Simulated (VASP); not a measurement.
A run of VASP 6.6.1:

INCAR

```
ALGO = Normal
EDIFF = 1E-6
ENCUT = 520
GGA = PE
ISIF = 2
ISMEAR = 0
LASPH = T
LCHARG = F
LREAL = F
LWAVE = F
NBANDS = 12
NELM = 100
PREC = Accurate
SIGMA = 0.05
```

KPOINTS

```
k-points
0
Gamma
  8 8 8
```

File POSCAR:

```
LiCl
1.0
    0.0000000000      2.5647600000      2.5647600000
    2.4621696000      0.0000000000      2.5647600000
    2.4621696000      2.5647600000      0.0000000000
Li Cl
1 1
Direct
    0.0000000000      0.0000000000      0.0000000000
    0.5000000000      0.5000000000      0.5000000000
```

Potentials or basis: VASP PAW PBE potentials, release 64 (Li_sv, Cl).

Launch:

```console
$ cat potpaw_PBE.64/Li_sv/POTCAR potpaw_PBE.64/Cl/POTCAR > POTCAR
$ mpirun -np 1 vasp_std > vasp.out
```

Hardware: 1 thread of Intel(R) Xeon(R) 6975P-C (Granite Rapids), with other jobs on the host.

Problem. Estimate the wall time of this run.

Solution. It took 8.5 s on 1 thread of Intel(R) Xeon(R) 6975P-C (Granite Rapids), with other jobs on the host, peak memory 0.15 GiB. Counts: scf iterations 12, k points 59.
